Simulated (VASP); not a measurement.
## Rb: relaxation of cell and atoms with PBE

Crystal: Rb.

```
Rb
1.0
    -2.51755    2.51755    2.51755
     2.51755   -2.51755    2.51755
     2.51755    2.51755   -2.51755
Rb
1
Cartesian
  0.0000 0.0000 0.0000
```

| Property | Result |
| --- | --- |
| Program | VASP 6.6.1 |
| Task | relaxation of cell and atoms |
| Functional | PBE |
| Potentials or basis | VASP PAW PBE potentials, release 64 (Rb_sv) |
| Cutoff | 600 eV |
| k mesh | 11 × 11 × 11 |
| Occupations | fermi-dirac, width 0.08 eV |
| Spin | no spin polarisation |
| Target pressure | 1.9 GPa |
| Dipole correction | no |
| Further INCAR settings | ALGO = Normal; EDIFF = 1e-06; IBRION = 2; EDIFFG = -0.005; NSW = 32; ISIF = 3 |

```
Pressure after relaxing : 1.9 GPa
Band gap on the k mesh  : zero (an odd number of electrons rules out a gap without spin polarisation)
```

Final structure:
```cif
data_structure
_symmetry_space_group_name_H-M 'P 1'
_symmetry_Int_Tables_number 1
_cell_length_a 4.3605
_cell_length_b 4.3605
_cell_length_c 4.3605
_cell_angle_alpha 109.471
_cell_angle_beta 109.471
_cell_angle_gamma 109.471
_cell_volume 63.83
loop_
_atom_site_label
_atom_site_type_symbol
_atom_site_fract_x
_atom_site_fract_y
_atom_site_fract_z
_atom_site_occupancy
Rb1 Rb 0.00000 0.00000 0.00000 1
```

Levels at points of the mesh, in eV from the Fermi level:
```tsv
k point	band 3	band 4	band 5	band 6	band 7	band 8
(0.00, 0.00, 0.00)	-12.79	-12.79	-2.49	3.95	3.95	3.95
```

Run time: 34 s on 1 thread of Intel Xeon 8259CL, on a shared host, peak memory 0.21 GiB.

Caveat: the relaxation stopped at its first step, so nothing moved; the cell is relaxed towards a set pressure, so the run minimises the enthalpy, not the energy.
